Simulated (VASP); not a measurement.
LiNi4H8O8 (a cell with a defect), 21 atoms in the cell. The cell holds a defect, 21 atoms: a = 6.288 Å, b = 6.294 Å, c = 6.720 Å, α = 86.23°, β = 86.03°, γ = 60.04°. 

| Property | Result |
| --- | --- |
| Program | VASP 6.6.1 |
| Task | single point |
| Functional | PBEsol |
| Potentials or basis | VASP PAW PBE potentials, release 64 (Ni, H, O, Li_sv) |
| Cutoff | 520 eV |
| k mesh | 3 × 3 × 2 |
| Occupations | gaussian, width 0.05 eV |
| Spin | collinear spin, ferromagnetic start |
| Starting moments | [0.8, 0.8, 0.8, 0.8, 0.0, 0.0, 0.0, 0.0, 0.0, 0.0, 0.0, 0.0, 0.0, 0.0, 0.0, 0.0, 0.0, 0.0, 0.0, 0.0, 0.0] μB |
| Dipole correction | no |
| Charge | 1 |
| Further INCAR settings | LREAL = Auto; ALGO = Normal; EDIFF = 1e-06; NBANDS = 70; NELECT = 98.0 |

Potentials or basis: VASP PAW PBE potentials, release 64 (Ni, H, O, Li_sv).

Launch:

```bash
$ cat potpaw_PBE.64/Ni/POTCAR potpaw_PBE.64/H/POTCAR potpaw_PBE.64/O/POTCAR potpaw_PBE.64/Li_sv/POTCAR > POTCAR
$ mpirun -np 1 vasp_std > vasp.out
```

Hardware: 1 thread of Intel(R) Xeon(R) Platinum 8259CL CPU @ 2.50GHz (Skylake/Cascade Lake), on a shared host.

**Question.** Estimate the wall time of this run.

**Answer.** Run time: 74 min on 1 thread of Intel(R) Xeon(R) Platinum 8259CL CPU @ 2.50GHz (Skylake/Cascade Lake), with other jobs on the host, peak memory 0.55 GiB. Counts: scf iterations 63, k points 10.
